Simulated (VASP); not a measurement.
Set up this calculation in VASP 6.6.1, as the native input.

* Task: single point
* Functional: LDA
* Potentials or basis: VASP PAW LDA potentials, release 64 (Pt, S)
* Cutoff: 520 eV
* k mesh: 6 × 6 × 2
* Occupations: gaussian, width 0.05 eV
* Spin: collinear spin, zero start
* Starting moments: [0.0, 0.0, 0.0, 0.0, 0.0, 0.0] μB
* Hubbard terms: Pt d U = 5.0 eV, J = 0.9 eV
* Dipole correction: no
* LDAUTYPE: 1
* Hund's J: 0.9
* Further INCAR settings: ALGO = Normal; EDIFF = 1e-06; NBANDS = 35

The structure of PtS2 lies in POSCAR:

```
PtS2
1.0
    3.5431995400      0.0000000000      0.0000000000
   -1.7715997700      3.0685008100      0.0000000000
    0.0000000000      0.0000000000     10.0776001800
Pt S
2 4
Direct
    0.0000000000      0.0000000000      0.0000000000
    0.0000000000      0.0000000000      0.5000000000
    0.3333333333      0.6666666667      0.1250000000
    0.6666666667      0.3333333333      0.3750000000
    0.3333333333      0.6666666667      0.6250000000
    0.6666666667      0.3333333333      0.8750000000
```

These files were run (other wordings do the same):

INCAR

```
SYSTEM = PtS2
PREC = Accurate ; ENCUT = 520
EDIFF = 1E-6 ; ISMEAR = 0
SIGMA = 0.05 ; LREAL = .FALSE.
LASPH = .TRUE. ; NELM = 150
ALGO = Normal ; ISIF = 2
LWAVE = .FALSE. ; LCHARG = .TRUE.
ISPIN = 2 ; MAGMOM = 0 0 0 0 0 0
LORBIT = 11 ; LMAXMIX = 4
LDAU = .TRUE. ; LDAUTYPE = 1
LDAUL = 2 -1 ; LDAUU = 5 0
LDAUJ = 0.9 0 ; LDAUPRINT = 1
LELF = .TRUE. ; LVHAR = .TRUE.
NBANDS = 35
```

KPOINTS

```
regular mesh
0
G
  6 6 2
  0 0 0
```

Potentials or basis: VASP PAW LDA potentials, release 64 (Pt, S).

Launch:

```console
$ cat potpaw_LDA.64/Pt/POTCAR potpaw_LDA.64/S/POTCAR > POTCAR
$ mpirun -np 1 vasp_std > vasp.out
```

Results of the run:

* Pressure: -8.2 GPa
* Largest force: 0.868 eV/Å
* Band gap on the k mesh: 0.30 eV
* Net moment: 0.00 μB per cell
* Valence electrons inside the program's atomic spheres: Pt 9.68; S 3.60

Caveat: the cell stands under tension; spin-orbit coupling is left out, which moves the levels of the heavy elements.

Run time: 2.1 min on 1 thread of Intel Xeon 8259CL (shared host), peak memory 0.26 GiB.
